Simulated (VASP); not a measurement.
Wanted: the native input for a VASP 6.6.1 run.

```
Task                   : relaxation of cell and atoms
Functional             : r2SCAN
Dispersion             : rVV10
Potentials or basis    : VASP PAW PBE potentials, release 64 (Sb)
Cutoff                 : 600 eV
k mesh                 : 6 × 6 × 6
Occupations            : fermi-dirac, width 0.02 eV
Spin                   : no spin polarisation
Dipole correction      : no
Further INCAR settings : ALGO = Normal; EDIFF = 1e-06; IBRION = 2; EDIFFG = -0.005; NSW = 80; ISIF = 3
```

Crystal: Sb.

```
CELL_PARAMETERS angstrom
2.16048 1.24735 3.72084
-2.16048 1.24735 3.72084
0.00000 -2.49471 3.72084
ATOMIC_POSITIONS crystal
Sb 0.23442 0.23442 0.23442
Sb 0.76558 0.76558 0.76558
```

One way to write it, as run:

POSCAR

```
Sb
1.0
    2.1604782743      1.2473527133      3.7208431444
   -2.1604782743      1.2473527133      3.7208431444
    0.0000000000     -2.4947054265      3.7208431444
Sb
2
Direct
    0.2344242706      0.2344242706      0.2344242706
    0.7655757294      0.7655757294      0.7655757294
```

INCAR.step1

```
  PREC = Accurate
  ENCUT = 600
  ISMEAR = -1
  SIGMA = 0.02
  LREAL = F
  LASPH = T
  NELM = 80
  GGA = PE
  ALGO = Normal
  EDIFF = 1E-4
  LWAVE = T
  LCHARG = F
```

INCAR.step2

```
  PREC = Accurate
  ENCUT = 600
  EDIFF = 1E-6
  ISMEAR = -1
  SIGMA = 0.02
  LREAL = F
  LASPH = T
  NELM = 80
  ALGO = Normal
  ISIF = 3
  LWAVE = F
  LCHARG = F
  METAGGA = R2SCAN
  LMIXTAU = T
  LUSE_VDW = T
  IVDW_NL = 2
  BPARAM = 11.95
  CPARAM = 0.0093
  IBRION = 2
  NSW = 80
  EDIFFG = -0.005
  ISTART = 1
```

KPOINTS

```
regular mesh
0
Gamma
  6 6 6
```

Potentials or basis: VASP PAW PBE potentials, release 64 (Sb).

Command:

```console
$ cat potpaw_PBE.64/Sb/POTCAR > POTCAR
$ cp INCAR.step1 INCAR
$ mpirun -np 1 vasp_std > vasp.out
$ cp INCAR.step2 INCAR
$ mpirun -np 1 vasp_std > vasp.out
```

It gave:

The relaxed volume is 31.18 Å³/atom. The relaxed cell is a = 4.575 Å, b = 4.575 Å, c = 4.575 Å, α = 56.57°, β = 56.57°, γ = 56.57°, the space group after relaxing (to 0.05 Å) is R-3m (No. 166) and the energy gained by relaxing is 4.7 meV/atom. The ionic steps are 16 and the pressure after relaxing is 0.0 GPa. The band gap on the k mesh is zero (band 5 reaches 6.92 eV, above the bottom of band 6 at 6.74 eV).

Caveat: the PAW data sets were made with another functional, which shifts forces and pressure a little; spin-orbit coupling is left out, which moves the levels of the heavy elements.

Run time: 22 min on 1 thread of Intel(R) Xeon(R) Platinum 8488C (Sapphire Rapids), on a shared host, peak memory 0.4 GiB.
